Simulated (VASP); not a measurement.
The system is LaSi3Rh (w03).

```
La Si Rh
1.0
    -2.13487    2.13487    4.93463
     2.13487   -2.13487    4.93463
     2.13487    2.13487   -4.93463
La Si Rh
1 3 1
Cartesian
  0.0000 0.0000 9.8643
  0.0000 0.0000 4.0655
  2.1349 0.0000 2.5859
  0.0000 2.1349 2.5859
  0.0000 0.0000 6.4597
```

| Item | Value |
| --- | --- |
| Program | VASP 6.6.1 |
| Task | relaxation of cell and atoms |
| Functional | PBEsol |
| Potentials or basis | VASP PAW PBE potentials, release 64 (La, Si, Rh_pv) |
| Cutoff | 600 eV |
| k mesh | 12 × 12 × 12 |
| Occupations | gaussian, width 0.3 eV |
| Spin | no spin polarisation |

At the start: pressure -2.7 GPa; volume 17.99 Å³/atom.

**Question.** How do energy, volume and symmetry change on relaxing?

**Answer.** Over 13 steps the energy falls by 3.3 meV/atom and the volume is 17.61 Å³/atom (-2.1 %); space group I4mm (No. 107, to 0.05 Å).

Step by step:
```csv
step,energy change (eV),largest force (eV/Å),pressure (GPa),volume (Å³)
1,0.0000,0.0998,-2.69,89.96
2,0.0043,0.1764,3.30,86.09
3,-0.0162,0.0827,-0.01,88.11
4,-0.0162,0.0841,0.05,88.07
5,-0.0164,0.0238,0.05,88.05
6,-0.0164,0.0228,0.05,88.04
7,-0.0165,0.0095,-0.06,88.10
8,-0.0165,0.0101,-0.06,88.10
9,-0.0165,0.0043,0.01,88.05
10,-0.0165,0.0033,0.00,88.05
11,-0.0165,0.0024,0.01,88.05
12,-0.0165,0.0024,0.01,88.05
13,-0.0165,0.0016,-0.01,88.06
```

Final structure:
```cif
data_structure
_symmetry_space_group_name_H-M 'P 1'
_symmetry_Int_Tables_number 1
_cell_length_a 5.7416
_cell_length_b 5.7416
_cell_length_c 5.7416
_cell_angle_alpha 136.653
_cell_angle_beta 136.653
_cell_angle_gamma 62.973
_cell_volume 88.06
loop_
_atom_site_label
_atom_site_type_symbol
_atom_site_fract_x
_atom_site_fract_y
_atom_site_fract_z
_atom_site_occupancy
La1 La 0.99995 0.99995 0.00000 1
Si1 Si 0.41202 0.41202 0.00000 1
Si2 Si 0.26202 0.76202 0.50000 1
Si3 Si 0.76202 0.26202 0.50000 1
Rh1 Rh 0.65399 0.65399 0.00000 1
```

Caveat: the PAW data sets were made with another functional, which shifts forces and pressure a little.
